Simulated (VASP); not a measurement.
Runs of VASP 6.6.1 on PbSe. The structure is that of space group Fm-3m (No. 225), or close to it. The cells are those of the table. 

```tsv
task	level	spin	cell	k mesh	cutoff (eV)	smearing	dipole correction	grid for exact exchange (PRECFOCK)	share of exact exchange	tolerance level	gap on the mesh (eV)	pressure (GPa)	relaxed volume (Å³/atom)
relaxation of cell and atoms	HF	off	relaxed from a = 4.328 Å, angles 60.0°, 2 atoms	4 × 4 × 4	600	fermi-dirac 0.05 eV	no	Normal	1	-	5.84	0.0	(a)
relaxation of cell and atoms	r2SCAN	off	relaxed from a = 4.413 Å, angles 60.0°, 2 atoms	8 × 8 × 8	620	gaussian 0.03 eV	-	-	-	standard	0.67	0.0	29.49
single point	HSE06	non-collinear, zero start, SOC	a = 4.328 Å, angles 60.0°, 2 atoms	4 × 4 × 4	520	fermi-dirac 0.05 eV	no	Normal	0.25	-	-	1.0	-
single point	HF	off	a = 4.530 Å, angles 60.0°, 2 atoms	4 × 4 × 4	520	fermi-dirac 0.05 eV	no	Normal	1	-	5.89	(b)	-
```

Alike in all rows: potentials or basis VASP PAW PBE potentials, release 64 (Pb_d, Se).

Q: Estimate the missing entries.

A: (a) 32.35; (b) -0.7.

Caveats: some runs use coarse meshes; the PAW data sets were made with another functional, which shifts forces and pressure a little; spin-orbit coupling is left out, which moves the levels of the heavy elements (at least some runs).

A k mesh can miss the band edges, and rows without SOC leave out spin-orbit coupling on Pb, Se.
